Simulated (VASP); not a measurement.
# CaO (Fm-3m) in VASP: single point with r2SCAN

Aim: the single point of CaO with r2SCAN.

All numbers are computed with VASP 6.6.1; they aren't measurements. Logs are shortened: lines on timing, memory, paths and dates and some standing lists are left out, and cuts for length are marked.

**1. The cell of the first run**

It takes space group Fm-3m (No. 225, cubic). The conventional cell has a = 4.603 Å, b = 4.603 Å, c = 4.603 Å, α = 90.00°, β = 90.00°, γ = 90.00°. Ca (site symmetry m-3m) has 6 O at 2.30 Å within 3.0 Å. O (site symmetry m-3m) has 6 Ca at 2.30 Å within 3.0 Å.

**2. Single point, r2SCAN (strain -4.0%)**

Input file POSCAR:

```
CaO
1.0
    0.0000000000      2.3016481058      2.3016481058
    2.3016481058      0.0000000000      2.3016481058
    2.3016481058      2.3016481058      0.0000000000
Ca O
1 1
Direct
    0.0000000000      0.0000000000      0.0000000000
    0.5000000000      0.5000000000      0.5000000000
```

Input file INCAR.step1:

```
SYSTEM = CaO
ALGO     = Normal         ! electronic algorithm
EDIFF    = 1E-5           ! SCF threshold, eV
ENCUT    = 1480           ! plane-wave cutoff, eV
GGA      = PE             ! functional
GGA_COMPAT= .False.      
ISMEAR   = 0              ! smearing method
LASPH    = .True.         ! aspherical terms in the spheres
LCHARG   = .False.        ! write CHGCAR
LREAL    = .False.        ! projectors in reciprocal space
LWAVE    = .True.         ! write WAVECAR
NBANDS   = 15             ! bands
NELM     = 120            ! most SCF steps
PREC     = Accurate       ! precision mode
SIGMA    = 0.01           ! smearing width, eV
```

Input file INCAR.step2:

```
SYSTEM = CaO
ALGO     = Normal         ! electronic algorithm
EDIFF    = 1E-6           ! SCF threshold, eV
ENCUT    = 1480           ! plane-wave cutoff, eV
GGA_COMPAT= .False.      
ISIF     = 2              ! what is computed and relaxed
ISMEAR   = 0              ! smearing method
ISTART   = 1            
LASPH    = .True.         ! aspherical terms in the spheres
LCHARG   = .True.         ! write CHGCAR
LELF     = .True.         ! ELF
LMIXTAU  = .True.       
LREAL    = .False.        ! projectors in reciprocal space
LVHAR    = .True.       
LWAVE    = .False.        ! write WAVECAR
METAGGA  = R2SCAN         ! meta-GGA
NBANDS   = 15             ! bands
NELM     = 120            ! most SCF steps
PREC     = Accurate       ! precision mode
SIGMA    = 0.01           ! smearing width, eV
```

Input file KPOINTS:

```
k-points
0
Gamma
  10 10 10
  0 0 0
```

Potentials or basis: VASP PAW PBE potentials, release 64 (Ca_sv, O_h).

Run with:

```console
cat potpaw_PBE.64/Ca_sv/POTCAR potpaw_PBE.64/O_h/POTCAR > POTCAR
cp INCAR.step1 INCAR
mpirun -np 1 vasp_std > vasp.out
cp INCAR.step2 INCAR
mpirun -np 1 vasp_std > vasp.out
```

OUTCAR:

```text
SYSTEM = CaO
   EDIFF = 1E-6
   ENCUT = 1480
   ISIF = 2
   ISMEAR = 0
   ISTART = 1
   LASPH = .True.
   LREAL = .False.
   METAGGA = R2SCAN
   NELM = 120
   PREC = Accurate

 ion  position               nearest neighbor table
   1  0.000  0.000  0.000-   2 2.30   2 2.30   2 2.30   2 2.30   2 2.30   2 2.30
   2  0.500  0.500  0.500-   1 2.30   1 2.30   1 2.30   1 2.30   1 2.30   1 2.30

  LATTYP: Found a face centered cubic cell.
 ALAT       =     4.6032962116

  Lattice vectors:

 A1 = (   0.0000000000,   2.3016481058,   2.3016481058)
 A2 = (   2.3016481058,   0.0000000000,   2.3016481058)
 A3 = (   2.3016481058,   2.3016481058,   0.0000000000)

Analysis of symmetry for initial positions (statically):
=====================================================================
 Subroutine PRICEL returns:
 Original cell was already a primitive cell.

 Routine SETGRP: Setting up the symmetry group for a
 face centered cubic supercell.

 Subroutine GETGRP returns: Found 48 space group operations
 (whereof 48 operations were pure point group operations)
 out of a pool of 48 trial point group operations.

The static configuration has the point symmetry O_h .

Analysis of symmetry for dynamics (positions and initial velocities):
=====================================================================
 Subroutine PRICEL returns:
 Original cell was already a primitive cell.

 Routine SETGRP: Setting up the symmetry group for a
 face centered cubic supercell.

 Subroutine GETGRP returns: Found 48 space group operations
 (whereof 48 operations were pure point group operations)
 out of a pool of 48 trial point group operations.

The dynamic configuration has the point symmetry O_h .

 Subroutine INISYM returns: Found 48 space group operations
 (whereof 48 operations are pure point group operations),
 and found     1 'primitive' translations

----------------------------------------------------------------------------------------

                                     Primitive cell

  volume of cell :      24.3863

  direct lattice vectors                    reciprocal lattice vectors
     0.000000000  2.301648106  2.301648106    -0.217235640  0.217235640  0.217235640
     2.301648106  0.000000000  2.301648106     0.217235640 -0.217235640  0.217235640
     2.301648106  2.301648106  0.000000000     0.217235640  0.217235640 -0.217235640

  length of vectors
     3.255021967  3.255021967  3.255021967     0.376263166  0.376263166  0.376263166

  position of ions in fractional coordinates (direct lattice)
     0.000000000  0.000000000  0.000000000
     0.500000000  0.500000000  0.500000000

  ion indices of the primitive-cell ions
   primitive index   ion index
                 1           1
                 2           2

----------------------------------------------------------------------------------------

 KPOINTS: k-points

Automatic generation of k-mesh.
 Grid dimensions read from file:
 generate k-points for:   10   10   10

 Generating k-lattice:

  Cartesian coordinates                     Fractional coordinates (reciprocal lattice)
    -0.021723564  0.021723564  0.021723564     0.100000000  0.000000000  0.000000000
     0.021723564 -0.021723564  0.021723564     0.000000000  0.100000000  0.000000000
     0.021723564  0.021723564 -0.021723564     0.000000000  0.000000000  0.100000000

  Length of vectors
     0.037626317  0.037626317  0.037626317

  Shift w.r.t. Gamma in fractional coordinates (k-lattice)
     0.000000000  0.000000000  0.000000000

 Subroutine IBZKPT returns following result:
 ===========================================

 Found     47 irreducible k-points:

 Following reciprocal coordinates:
            Coordinates               Weight
  0.000000  0.000000  0.000000      1.000000
  0.100000  0.000000  0.000000      8.000000
  0.200000  0.000000  0.000000      8.000000
  0.300000  0.000000  0.000000      8.000000
  0.400000  0.000000  0.000000      8.000000
  0.500000  0.000000  0.000000      4.000000
[... 16 lines left out ...]
  0.300000  0.300000  0.000000      6.000000
  0.400000  0.300000  0.000000     24.000000
 [... further k-points ...]
   k-points           NKPTS =     47   k-points in BZ     NKDIM =     47   number of bands    NBANDS=     15
   number of dos      NEDOS =    301   number of ions     NIONS =      2
   total plane-waves  NPLWV =  74088
   dimension x,y,z NGX =    42 NGY =   42 NGZ =   42
   dimension x,y,z NGXF=    84 NGYF=   84 NGZF=   84
   ions per type =               1   1
   NGX,Y,Z   is equivalent  to a cutoff of  21.45, 21.45, 21.45 a.u.
   NGXF,Y,Z  is equivalent  to a cutoff of  42.90, 42.90, 42.90 a.u.
 SYSTEM =  CaO
   PREC   = accura    normal or accurate (medium, high low for compatibility)
   ISTART =      1    job   : 0-new  1-cont  2-samecut
   ICHARG =      0    charge: 1-file 2-atom 10-const
   ISPIN  =      1    spin polarized calculation?
   LNONCOLLINEAR =      F non collinear calculations
   LSORBIT =      F    spin-orbit coupling
   LASPH  =      T    aspherical Exc in radial PAW
   ENCUT  = 1480.0 eV 108.78 Ry   10.43 a.u.  10.21 10.21 10.21*2*pi/ulx,y,z
   NELM   =    120;   NELMIN=  2; NELMDL=  0     # of ELM steps
   EDIFF  = 0.1E-05   stopping-criterion for ELM
   LREAL  =      F    real-space projection
   EDIFFG = 0.1E-04   stopping-criterion for IOM
   NSW    =      0    number of steps for IOM
   IBRION =     -1    ionic relax: 0-MD 1-quasi-New 2-CG
   NFREE  =      0    steps in history (QN), initial steepest desc. (CG)
   ISIF   =      2    stress and relaxation
   ISYM   =      2    0-nonsym 1-usesym 2-fastsym
   POTIM  = 0.5000    time-step for ionic-motion
   TEBEG  =    0.0;   TEEND  =   0.0 temperature during run
   PSTRESS=    0.0 pullay stress
   NELECT =      16.0000    total number of electrons
   NUPDOWN=      -1.0000    fix difference up-down
   EMIN   =  10.00;   EMAX   =-10.00  energy-range for DOS
   EFERMI =   0.00;   METHOD = LEGACY
   ISMEAR =     0;   SIGMA  =   0.01  broadening in eV -4-tet -1-fermi 0-gaus
   EFERMI_NEDOS =   21; number of points for ismear=-14 and -15
   IALGO  =     38    algorithm
   IMIX   =      4    mixing-type and parameters
     AMIX     =   0.40;   BMIX     =  1.00
     AMIX_MAG =   1.60;   BMIX_MAG =  1.00
  volume/ion in A,a.u.               =      12.19        82.28
  Fermi-wavevector in a.u.,A,eV,Ry     =   1.422545  2.688220 27.533202  2.023633
  Thomas-Fermi vector in A             =   2.543237
   LORBIT       =      0    0 simple, 1 ext, 2 COOP (PROOUT), +10 PAW based schemes
   METAGGA = R2SCAN    functional components
   LHFCALC =     F    Hartree Fock is set to
   AEXX    =    0.0000 exact exchange contribution
   IVDW    =     0    specifies the selected vdW correction
   LEPSILON=     F    determine dielectric tensor
   LRPA    =     F    only Hartree local field effects (RPA)
 non-spin polarized calculation
 Gauss-broadening in eV      SIGMA  =   0.01
  energy-cutoff  :     1480.00
  volume of cell :       24.39
 maximum number of plane-waves:      3171
 NGX is ok and might be reduce to    42
   NGX = 21   NGY = 21   NGZ = 21

 number of electron      16.0000000 magnetization

 Free energy of the ion-electron system (eV)
  ---------------------------------------------------
  ext. energy  EPLUGINS =         0.00000000
  ---------------------------------------------------
  free energy    TOTEN  =       -19.27218993 eV

  energy without entropy =      -19.27218993  energy(sigma->0) =      -19.27218993

 E-fermi :   3.3063     XC(G=0): -11.7814

 val. band max:        3.1100751248   @ k =   0.0000   0.0000   0.0000
 cond. band min:       7.2283133356   @ k =   0.5000   0.5000   0.0000
 fundamental gap:      4.1182382109
 Fermi energy:         3.3063027190

 k-point     1 :       0.0000    0.0000    0.0000
  band No.  band energies     occupation
      1     -35.4347      2.00000
      2     -15.2047      2.00000
      3     -15.2047      2.00000
      4     -15.2047      2.00000
      5     -13.6148      2.00000
      6       3.1101      2.00000
      7       3.1101      2.00000
      8       3.1101      2.00000
      9       9.7211      0.00000
     10      10.2692      0.00000
     11      10.2692      0.00000
     12      10.2692      0.00000
     13      12.1034      0.00000
     14      12.1034      0.00000
     15      19.7467      0.00000

 k-point     2 :       0.1000    0.0000    0.0000
  band No.  band energies     occupation
      1     -35.4177      2.00000
      2     -15.5432      2.00000
      3     -15.2113      2.00000
      4     -15.2113      2.00000
      5     -13.2771      2.00000
      6       2.7367      2.00000
      7       2.9356      2.00000
      8       2.9356      2.00000
      9      10.1645      0.00000
     10      10.2662      0.00000
     11      10.4749      0.00000
     12      10.4749      0.00000
     13      12.4070      0.00000
     14      12.4070      0.00000
     15      20.2596      0.00000

 k-point     3 :       0.2000    0.0000    0.0000
  band No.  band energies     occupation
      1     -35.3728      2.00000
      2     -16.1441      2.00000
      3     -15.2285      2.00000
      4     -15.2285      2.00000
      5     -12.6772      2.00000
      6       1.9006      2.00000
      7       2.5196      2.00000
      8       2.5196      2.00000
      9      10.2608      0.00000
     10      11.0451      0.00000
     11      11.0451      0.00000
     12      11.3341      0.00000
     13      13.1903      0.00000
     14      13.1903      0.00000
     15      21.1678      0.00000
[... 343 lines left out ...]
 k-point    23 :       0.3000    0.3000    0.0000
  band No.  band energies     occupation
      1     -35.2812      2.00000
      2     -16.2771      2.00000
      3     -15.4332      2.00000
      4     -15.4332      2.00000
      5     -12.7468      2.00000
      6       1.2196      2.00000
      7       2.7778      2.00000
      8       2.7778      2.00000
      9       8.0407      0.00000
     10      12.0126      0.00000
     11      12.9690      0.00000
     12      13.1258      0.00000
     13      13.1258      0.00000
     14      15.6071      0.00000
     15      23.4310      0.00000

 k-point    24 :       0.4000    0.3000    0.0000
  band No.  band energies     occupation
      1     -35.2462      2.00000
      2     -16.3458      2.00000
      3     -15.5131      2.00000
      4     -15.4669      2.00000
      5     -12.8039      2.00000
      6       1.3581      2.00000
      7       2.5453      2.00000
      8       2.6478      2.00000
      9       8.0129      0.00000
     10      12.5637      0.00000
     11      13.3761      0.00000
     12      13.5119      0.00000
     13      13.6296      0.00000
     14      16.0651      0.00000
     15      21.6900      0.00000

 [... further k-points ...]
[... 5 lines left out ...]
  --------------------------------------------------------------------------------------
  -------------------------------------------------------------------------------------
  Total        3.1168488      3.1168488      3.1168488     -0.0000000     -0.0000000      0.0000000
  in kB      204.7762323    204.7762323    204.7762323     -0.0000000     -0.0000000      0.0000000
  external PRESSURE =     204.7762323 kB  Pullay stress =       0.0000000 kB

 VOLUME and BASIS-vectors are now :
 -----------------------------------------------------------------------------
  energy-cutoff  :     1480.00
  volume of cell :       24.39
      direct lattice vectors                 reciprocal lattice vectors
     0.000000000  2.301648106  2.301648106    -0.217235640  0.217235640  0.217235640
     2.301648106  0.000000000  2.301648106     0.217235640 -0.217235640  0.217235640
     2.301648106  2.301648106  0.000000000     0.217235640  0.217235640 -0.217235640

 POSITION                                       TOTAL-FORCE (eV/Angst)
 -----------------------------------------------------------------------------------
      0.00000      0.00000      0.00000         0.000000      0.000000     -0.000000
      2.30165      2.30165      2.30165        -0.000000     -0.000000      0.000000
 -----------------------------------------------------------------------------------
    total drift:                               -0.000000     -0.000000     -0.000000

  FREE ENERGIE OF THE ION-ELECTRON SYSTEM (eV)
  ---------------------------------------------------
  free  energy   TOTEN  =       -19.2721899259 eV

  energy  without entropy=      -19.2721899259  energy(sigma->0) =      -19.27218993
```

Wall time 3.5 min (1 thread of Intel Xeon Platinum 8488C (Sapphire Rapids), shared host); peak memory 0.35 GiB.

Results:

| Item | Value |
| --- | --- |
| Free energy | -19.2722 eV |
| Pressure | 20.5 GPa |
| Band gap on the k mesh | 4.12 eV (least direct gap 4.44 eV) |

Caveat: the cell differs from its parent crystal (strain -4.0%); the cell stands under pressure; the PAW data sets were made with another functional, which shifts forces and pressure a little. A k mesh can miss the band edges.
